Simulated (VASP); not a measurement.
Input of a VASP 6.6.1 run:

File INCAR:

```
SYSTEM = Bi
PREC = Accurate ; ENCUT = 520
EDIFF = 1E-7 ; ISMEAR = 0
SIGMA = 0.1 ; LREAL = .FALSE.
LASPH = .TRUE. ; NELM = 80
ALGO = Normal ; ISIF = 2
LWAVE = .FALSE. ; LCHARG = .FALSE.
GGA = PS ; NBANDS = 14
```

Contents of KPOINTS:

```
regular mesh
0
G
  16 16 16
  0 0 0
```

POSCAR

```
Bi
1.0
   -1.9952012033      1.9952012033      1.9952012033
    1.9952012033     -1.9952012033      1.9952012033
    1.9952012033      1.9952012033     -1.9952012033
Bi
1
Direct
    0.0000000000      0.0000000000      0.0000000000
```

Potentials or basis: VASP PAW PBE potentials, release 64 (Bi_d).

Command:

```bash
$ cat potpaw_PBE.64/Bi_d/POTCAR > POTCAR
$ mpirun -np 1 vasp_std > vasp.out
```

Problem. Predict the pressure.

Solution. -3.0 GPa.

Problem. What does it give for the band gap on the k mesh?

Solution. Zero (an odd number of electrons rules out a gap without spin polarisation).

Caveat: the cell stands under tension; the PAW data sets were made with another functional, which shifts forces and pressure a little; spin-orbit coupling is left out, which moves the levels of the heavy elements.
